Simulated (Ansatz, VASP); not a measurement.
# ZnS3: VASP beside Ansatz

The input INCAR:

```
SYSTEM = ZnS3
PREC = Accurate
ENCUT = 600
EDIFF = 1E-6
ISMEAR = 0
SIGMA = 0.1
LREAL = .False.
LASPH = .True.
NELM = 80
ALGO = Normal
ISIF = 3
LWAVE = .False.
LCHARG = .False.
GGA = PE
IBRION = 2
NSW = 90
EDIFFG = -0.04
```

KPOINTS

```
regular mesh
0
Gamma
  6 6 6
  0 0 0
```

POSCAR

```
ZnS3
1.0
    0.0000000000      3.1696551429      3.1696551429
    3.1696551429      0.0000000000      3.1696551429
    3.1696551429      3.1696551429      0.0000000000
Zn S
1 3
Direct
    0.0000000000      0.0000000000      0.0000000000
    0.2500000000      0.2500000000      0.2500000000
    0.7500000000      0.7500000000      0.7500000000
    0.5000000000      0.5000000000      0.5000000000
```

Input for Ansatz:

```yaml
crystal:
  lattice:
    - [0.0, 3.1696551429, 3.1696551429]
    - [3.1696551429, 0.0, 3.1696551429]
    - [3.1696551429, 3.1696551429, 0.0]
  atoms:
    - { symbol: Zn, position: [0.0, 0.0, 0.0] }
    - { symbol: S, position: [0.25, 0.25, 0.25] }
    - { symbol: S, position: [0.75, 0.75, 0.75] }
    - { symbol: S, position: [0.5, 0.5, 0.5] }
basis:
  ecutwfc: 420
kpoints:
  mp_grid: { grid: [6, 6, 6] }
hamiltonian:
  xc: pbe
scf:
  occupations: { method: gaussian, width: 0.1 }
  lower_state_search: "off"
output:
  forces: true
  stress: true
  eigenvalues: true
relax:
  adjacent_minimum: "off"
  f_tol: 0.04
  max_steps: 70
  cell: { stress_tol: 0.4 }
```

Change from the starting cell: species swapped into the V3Mo type (Fm-3m, No. 225).

Alike in both runs: task relaxation of cell and atoms; functional PBE; k mesh 6 × 6 × 6; occupations gaussian, width 0.1 eV; no spin polarisation.

|  | VASP | Ansatz |
| --- | --- | --- |
| version | VASP 6.6.1 | Ansatz 0.2.0 |
| potentials or method | VASP PAW PBE potentials, release 64 (Zn, S), cutoff 600 eV | scalar-relativistic, plane waves, PAW |
| valence electrons in the cell | 30 | 30 |

Ansatz gave:

| Item | Value |
| --- | --- |
| gap on the k mesh at the Fermi level, each at its own relaxed structure (eV) | none |
| relaxed volume (Å³/atom) | 16.09 |
| relaxed cell length with the largest relative difference (Å) | 4.498 |

Task: What did VASP give for the same quantities?

Result: gap on the k mesh at the Fermi level, each at its own relaxed structure (eV): none; relaxed volume (Å³/atom): 16.10; relaxed cell length with the largest relative difference (Å): 4.500.

A gap of «none» marks a metal or a gap that the smearing closes.
